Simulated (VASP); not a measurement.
# LiF (Fm-3m) in VASP: further runs

Runs on LiF. Level: PBE. Tasks: single point.

Everything below comes from runs of VASP 6.6.1. Logs are shortened: lines on timing, memory, paths and dates and some standing lists are left out, and cuts for length are marked.

### Step 1. The cell of the first run

The structure is cubic, space group Fm-3m (No. 225). Conventional cell: a = 3.960 Å, b = 3.960 Å, c = 3.960 Å, α = 90.00°, β = 90.00°, γ = 90.00°. Within 2.6 Å of Li (site symmetry m-3m) lie 6 F at 1.98 Å. Within 2.6 Å of F (site symmetry m-3m) lie 6 Li at 1.98 Å.

### Step 2. Single point, PBE (volume scaled by 0.95)

The input, INCAR:

```
ALGO     = Normal         # electronic algorithm
EDIFF    = 1E-6           # SCF threshold, eV
ENCUT    = 520            # plane-wave cutoff, eV
GGA      = PE             # functional
ISIF     = 2              # what is computed and relaxed
ISMEAR   = -1             # smearing method
LASPH    = T              # aspherical terms in the spheres
LCHARG   = F              # write CHGCAR
LREAL    = F              # projectors in reciprocal space
LWAVE    = F              # write WAVECAR
NBANDS   = 12             # bands
NELM     = 60             # most SCF steps
PREC     = Accurate       # precision mode
SIGMA    = 0.03           # smearing width, eV
```

The input, KPOINTS:

```
k-points
0
Gamma
  10 10 10
```

The input, POSCAR:

```
LiF
1.0
    0.0000000000      1.9798578110      1.9798578110
    1.9798578110      0.0000000000      1.9798578110
    1.9798578110      1.9798578110      0.0000000000
Li F
1 1
Direct
    0.0000000000      0.0000000000      0.0000000000
    0.5000000000      0.5000000000      0.5000000000
```

Potentials or basis: VASP PAW PBE potentials, release 64 (Li_sv, F).

Started as:

```console
$ cat potpaw_PBE.64/Li_sv/POTCAR potpaw_PBE.64/F/POTCAR > POTCAR
$ mpirun -np 1 vasp_std > vasp.out
```

OUTCAR:

```text
EDIFF = 1E-6
   ENCUT = 520
   GGA = PE
   ISIF = 2
   ISMEAR = -1
   LASPH = T
   LREAL = F
   NELM = 60
   PREC = Accurate

 ion  position               nearest neighbor table
   1  0.000  0.000  0.000-   2 1.98   2 1.98   2 1.98   2 1.98   2 1.98   2 1.98
   2  0.500  0.500  0.500-   1 1.98   1 1.98   1 1.98   1 1.98   1 1.98   1 1.98

  LATTYP: Found a face centered cubic cell.
 ALAT       =     3.9597156220

  Lattice vectors:

 A1 = (   0.0000000000,   1.9798578110,   1.9798578110)
 A2 = (   1.9798578110,   0.0000000000,   1.9798578110)
 A3 = (   1.9798578110,   1.9798578110,   0.0000000000)

Analysis of symmetry for initial positions (statically):
=====================================================================
 Subroutine PRICEL returns:
 Original cell was already a primitive cell.

 Routine SETGRP: Setting up the symmetry group for a
 face centered cubic supercell.

 Subroutine GETGRP returns: Found 48 space group operations
 (whereof 48 operations were pure point group operations)
 out of a pool of 48 trial point group operations.

The static configuration has the point symmetry O_h .

Analysis of symmetry for dynamics (positions and initial velocities):
=====================================================================
 Subroutine PRICEL returns:
 Original cell was already a primitive cell.

 Routine SETGRP: Setting up the symmetry group for a
 face centered cubic supercell.

 Subroutine GETGRP returns: Found 48 space group operations
 (whereof 48 operations were pure point group operations)
 out of a pool of 48 trial point group operations.

The dynamic configuration has the point symmetry O_h .

 Subroutine INISYM returns: Found 48 space group operations
 (whereof 48 operations are pure point group operations),
 and found     1 'primitive' translations

----------------------------------------------------------------------------------------

                                     Primitive cell

  volume of cell :      15.5214

  direct lattice vectors                    reciprocal lattice vectors
     0.000000000  1.979857811  1.979857811    -0.252543388  0.252543388  0.252543388
     1.979857811  0.000000000  1.979857811     0.252543388 -0.252543388  0.252543388
     1.979857811  1.979857811  0.000000000     0.252543388  0.252543388 -0.252543388

  length of vectors
     2.799941768  2.799941768  2.799941768     0.437417980  0.437417980  0.437417980

  position of ions in fractional coordinates (direct lattice)
     0.000000000  0.000000000  0.000000000
     0.500000000  0.500000000  0.500000000

  ion indices of the primitive-cell ions
   primitive index   ion index
                 1           1
                 2           2

----------------------------------------------------------------------------------------

 KPOINTS: k-points

Automatic generation of k-mesh.
 Grid dimensions read from file:
 generate k-points for:   10   10   10

 Generating k-lattice:

  Cartesian coordinates                     Fractional coordinates (reciprocal lattice)
    -0.025254339  0.025254339  0.025254339     0.100000000  0.000000000  0.000000000
     0.025254339 -0.025254339  0.025254339     0.000000000  0.100000000  0.000000000
     0.025254339  0.025254339 -0.025254339     0.000000000  0.000000000  0.100000000

  Length of vectors
     0.043741798  0.043741798  0.043741798

  Shift w.r.t. Gamma in fractional coordinates (k-lattice)
     0.000000000  0.000000000  0.000000000

 Subroutine IBZKPT returns following result:
 ===========================================

 Found     47 irreducible k-points:

 Following reciprocal coordinates:
            Coordinates               Weight
  0.000000  0.000000  0.000000      1.000000
  0.100000  0.000000  0.000000      8.000000
  0.200000  0.000000  0.000000      8.000000
  0.300000  0.000000  0.000000      8.000000
  0.400000  0.000000  0.000000      8.000000
  0.500000  0.000000  0.000000      4.000000
[... 16 lines left out ...]
  0.300000  0.300000  0.000000      6.000000
  0.400000  0.300000  0.000000     24.000000
 [... further k-points ...]
   k-points           NKPTS =     47   k-points in BZ     NKDIM =     47   number of bands    NBANDS=     12
   number of dos      NEDOS =    301   number of ions     NIONS =      2
   total plane-waves  NPLWV =  13824
   dimension x,y,z NGX =    24 NGY =   24 NGZ =   24
   dimension x,y,z NGXF=    48 NGYF=   48 NGZF=   48
   ions per type =               1   1
   NGX,Y,Z   is equivalent  to a cutoff of  14.25, 14.25, 14.25 a.u.
   NGXF,Y,Z  is equivalent  to a cutoff of  28.50, 28.50, 28.50 a.u.
 SYSTEM =  unknown system
   PREC   = accura    normal or accurate (medium, high low for compatibility)
   ISTART =      0    job   : 0-new  1-cont  2-samecut
   ICHARG =      2    charge: 1-file 2-atom 10-const
   ISPIN  =      1    spin polarized calculation?
   LNONCOLLINEAR =      F non collinear calculations
   LSORBIT =      F    spin-orbit coupling
   LASPH  =      T    aspherical Exc in radial PAW
   ENCUT  =  520.0 eV  38.22 Ry    6.18 a.u.   5.21  5.21  5.21*2*pi/ulx,y,z
   NELM   =     60;   NELMIN=  2; NELMDL= -5     # of ELM steps
   EDIFF  = 0.1E-05   stopping-criterion for ELM
   LREAL  =      F    real-space projection
   EDIFFG = 0.1E-04   stopping-criterion for IOM
   NSW    =      0    number of steps for IOM
   IBRION =     -1    ionic relax: 0-MD 1-quasi-New 2-CG
   NFREE  =      0    steps in history (QN), initial steepest desc. (CG)
   ISIF   =      2    stress and relaxation
   ISYM   =      2    0-nonsym 1-usesym 2-fastsym
   POTIM  = 0.5000    time-step for ionic-motion
   TEBEG  =    0.0;   TEEND  =   0.0 temperature during run
   PSTRESS=    0.0 pullay stress
   NELECT =      10.0000    total number of electrons
   NUPDOWN=      -1.0000    fix difference up-down
   EMIN   =  10.00;   EMAX   =-10.00  energy-range for DOS
   EFERMI =   0.00;   METHOD = LEGACY
   ISMEAR =    -1;   SIGMA  =   0.03  broadening in eV -4-tet -1-fermi 0-gaus
   EFERMI_NEDOS =   21; number of points for ismear=-14 and -15
   IALGO  =     38    algorithm
   IMIX   =      4    mixing-type and parameters
     AMIX     =   0.40;   BMIX     =  1.00
     AMIX_MAG =   1.60;   BMIX_MAG =  1.00
  volume/ion in A,a.u.               =       7.76        52.37
  Fermi-wavevector in a.u.,A,eV,Ry     =   1.413940  2.671958 27.201107  1.999225
  Thomas-Fermi vector in A             =   2.535533
   LORBIT       =      0    0 simple, 1 ext, 2 COOP (PROOUT), +10 PAW based schemes
   GGA     = PE    functional components
   LHFCALC =     F    Hartree Fock is set to
   AEXX    =    0.0000 exact exchange contribution
   IVDW    =     0    specifies the selected vdW correction
   LEPSILON=     F    determine dielectric tensor
   LRPA    =     F    only Hartree local field effects (RPA)
 non-spin polarized calculation
  energy-cutoff  :      520.00
  volume of cell :       15.52
 maximum number of plane-waves:       444
 NGX is ok and might be reduce to    24
   NGX = 11   NGY = 11   NGZ = 11

 number of electron      10.0000001 magnetization

 Free energy of the ion-electron system (eV)
  ---------------------------------------------------
  ext. energy  EPLUGINS =         0.00000000
  ---------------------------------------------------
  free energy    TOTEN  =        -9.61586824 eV

  energy without entropy =       -9.61586824  energy(sigma->0) =       -9.61586824

 E-fermi :  -0.0188     XC(G=0): -10.2350

 val. band max:       -0.6972633134   @ k =   0.0000   0.0000   0.0000
 cond. band min:       8.8644551582   @ k =   0.0000   0.0000   0.0000
 fundamental gap:      9.5617184716
 Fermi energy:        -0.0188397755

 k-point     1 :       0.0000    0.0000    0.0000
  band No.  band energies     occupation
      1     -41.5103      2.00000
      2     -20.8169      2.00000
      3      -0.6973      2.00000
      4      -0.6973      2.00000
      5      -0.6973      2.00000
      6       8.8645      0.00000
      7      23.9556      0.00000
      8      23.9556      0.00000
      9      23.9556      0.00000
     10      24.1362      0.00000
     11      24.1362      0.00000
     12      24.1362      0.00000

 k-point     2 :       0.1000    0.0000    0.0000
  band No.  band energies     occupation
      1     -41.5034      2.00000
      2     -20.7750      2.00000
      3      -1.0006      2.00000
      4      -0.7221      2.00000
      5      -0.7221      2.00000
      6       9.1538      0.00000
      7      21.0794      0.00000
      8      22.5940      0.00000
      9      22.5940      0.00000
     10      25.2565      0.00000
     11      25.2565      0.00000
     12      25.3814      0.00000

 k-point     3 :       0.2000    0.0000    0.0000
  band No.  band energies     occupation
      1     -41.4851      2.00000
      2     -20.6615      2.00000
      3      -1.7302      2.00000
      4      -0.7858      2.00000
      5      -0.7858      2.00000
      6       9.7844      0.00000
      7      18.5732      0.00000
      8      21.0378      0.00000
      9      21.0378      0.00000
     10      26.4092      0.00000
     11      26.6410      0.00000
     12      26.6410      0.00000

 k-point     4 :       0.3000    0.0000    0.0000
  band No.  band energies     occupation
      1     -41.4627      2.00000
      2     -20.5159      2.00000
      3      -2.5418      2.00000
      4      -0.8617      2.00000
      5      -0.8617      2.00000
      6      10.2710      0.00000
      7      17.1391      0.00000
      8      19.7370      0.00000
      9      19.7370      0.00000
     10      27.8339      0.00000
     11      28.4115      0.00000
     12      28.4115      0.00000

 k-point     5 :       0.4000    0.0000    0.0000
  band No.  band energies     occupation
      1     -41.4445      2.00000
      2     -20.3924      2.00000
      3      -3.1490      2.00000
      4      -0.9210      2.00000
      5      -0.9210      2.00000
      6      10.3786      0.00000
      7      16.6942      0.00000
      8      18.8979      0.00000
      9      18.8979      0.00000
     10      29.4965      0.00000
     11      30.2806      0.00000
     12      30.2806      0.00000
[... 228 lines left out ...]
      1     -41.4388      2.00000
      2     -20.3161      2.00000
      3      -2.8238      2.00000
      4      -1.9391      2.00000
      5      -0.9599      2.00000
      6      11.6217      0.00000
      7      15.6228      0.00000
      8      19.1667      0.00000
      9      19.3373      0.00000
     10      29.0048      0.00000
     11      29.0890      0.00000
     12      29.5908      0.00000

 k-point    22 :      -0.2000    0.2000    0.0000
  band No.  band energies     occupation
      1     -41.4555      2.00000
      2     -20.4490      2.00000
      3      -2.3916      2.00000
      4      -1.6332      2.00000
      5      -0.8154      2.00000
      6      11.0064      0.00000
      7      16.3685      0.00000
      8      19.7153      0.00000
      9      19.7467      0.00000
     10      27.1800      0.00000
     11      27.6699      0.00000
     12      30.3130      0.00000

 k-point    23 :       0.3000    0.3000    0.0000
  band No.  band energies     occupation
      1     -41.4494      2.00000
      2     -20.3578      2.00000
      3      -2.7241      2.00000
      4      -1.4123      2.00000
      5      -1.4123      2.00000
      6      12.0586      0.00000
      7      17.5262      0.00000
      8      18.8806      0.00000
      9      20.2929      0.00000
     10      20.2929      0.00000
     11      34.7464      0.00000
     12      35.0134      0.00000

 k-point    24 :       0.4000    0.3000    0.0000
  band No.  band energies     occupation
      1     -41.4359      2.00000
      2     -20.2344      2.00000
      3      -3.1760      2.00000
      4      -1.6382      2.00000
      5      -1.5180      2.00000
      6      12.8733      0.00000
      7      16.4114      0.00000
      8      18.3961      0.00000
      9      20.0400      0.00000
     10      21.1122      0.00000
     11      34.4146      0.00000
     12      35.1370      0.00000

 [... further k-points ...]
[... 5 lines left out ...]
  --------------------------------------------------------------------------------------
  -------------------------------------------------------------------------------------
  Total        0.5789238      0.5789238      0.5789238      0.0000000      0.0000000     -0.0000000
  in kB       59.7585443     59.7585443     59.7585443      0.0000000      0.0000000     -0.0000000
  external PRESSURE =      59.7585443 kB  Pullay stress =       0.0000000 kB

 VOLUME and BASIS-vectors are now :
 -----------------------------------------------------------------------------
  energy-cutoff  :      520.00
  volume of cell :       15.52
      direct lattice vectors                 reciprocal lattice vectors
     0.000000000  1.979857811  1.979857811    -0.252543388  0.252543388  0.252543388
     1.979857811  0.000000000  1.979857811     0.252543388 -0.252543388  0.252543388
     1.979857811  1.979857811  0.000000000     0.252543388  0.252543388 -0.252543388

 POSITION                                       TOTAL-FORCE (eV/Angst)
 -----------------------------------------------------------------------------------
      0.00000      0.00000      0.00000         0.000000      0.000000      0.000000
      1.97986      1.97986      1.97986        -0.000000     -0.000000      0.000000
 -----------------------------------------------------------------------------------
    total drift:                               -0.000000     -0.000000      0.000000

  FREE ENERGIE OF THE ION-ELECTRON SYSTEM (eV)
  ---------------------------------------------------
  free  energy   TOTEN  =        -9.6158682354 eV

  energy  without entropy=       -9.6158682354  energy(sigma->0) =       -9.61586824
```

Run time: 3.5 s. Hardware: 1 thread of Intel Xeon 6975P-C (Granite Rapids), shared host; peak memory 0.13 GiB.

What came out:

- Free energy: -9.6159 eV
- Band gap on the k mesh: 9.56 eV, direct

Levels at points of the mesh, in eV from the valence-band top:
```csv
k point,band 2,band 3,band 4,band 5,band 6,band 7,band 8,band 9
"(0.00, 0.00, 0.00)",-20.12,0.00,0.00,0.00,9.56,24.65,24.65,24.65
"(0.50, 0.00, 0.00)",-19.65,-2.67,-0.25,-0.25,11.05,17.36,19.31,19.31
"(0.50, 0.50, 0.00)",-19.34,-3.23,-1.08,-1.08,15.30,16.71,18.08,20.85
```

Caveat: the cutoff is under 1.25 times the usual one of these potentials, so pressure, stress and relaxed cells hold a basis-set (Pulay) error. A k mesh can miss the band edges.

[end of part 1 of 2]
